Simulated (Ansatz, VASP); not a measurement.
## Two plane-wave programs on In4Sb3As

```
CELL_PARAMETERS angstrom
6.52618 0.00000 0.00000
0.00000 6.52618 0.00000
0.00000 0.00000 6.52618
ATOMIC_POSITIONS crystal
In 0.24167 0.75833 0.24167
In 0.24167 0.24167 0.75833
In 0.75833 0.75833 0.75833
In 0.75833 0.24167 0.24167
Sb 0.00000 0.50000 0.50000
Sb 0.50000 0.50000 0.00000
Sb 0.50000 0.00000 0.50000
As 0.00000 0.00000 0.00000
```

Alike in both runs: functional PBE; k mesh 6 × 6 × 6; occupations gaussian, width 0.1 eV; no spin polarisation.

Ansatz relaxed the structure, and its values are those at the end. VASP's run is a single point on that final structure, the one shown.

|  | VASP | Ansatz |
| --- | --- | --- |
| version | VASP 6.6.1 | Ansatz 0.2.0 |
| potentials or method | VASP PAW PBE potentials, release 64 (In_d, Sb, As), cutoff 520 eV | scalar-relativistic, plane waves, PAW |
| valence electrons in the cell | 72 | 112 |

Ansatz gave:

```
gap on the k mesh at the Fermi level (eV) : none
pressure (GPa)                            : 0.0
rms of the force components (eV/Å)        : 0.004
```

Task: Estimate VASP's values.

Result: gap on the k mesh at the Fermi level (eV): none; pressure (GPa): 0.0; rms of the force components (eV/Å): 0.002.

A gap of «none» marks a metal or a gap that the smearing closes. The functional is the same, so the differences come from potentials, cutoffs and numerics. VASP's potentials hold 72 valence electrons a cell and Ansatz's 112, so a difference there can come from the potentials and not from the codes.

Neither program's run includes spin-orbit coupling.
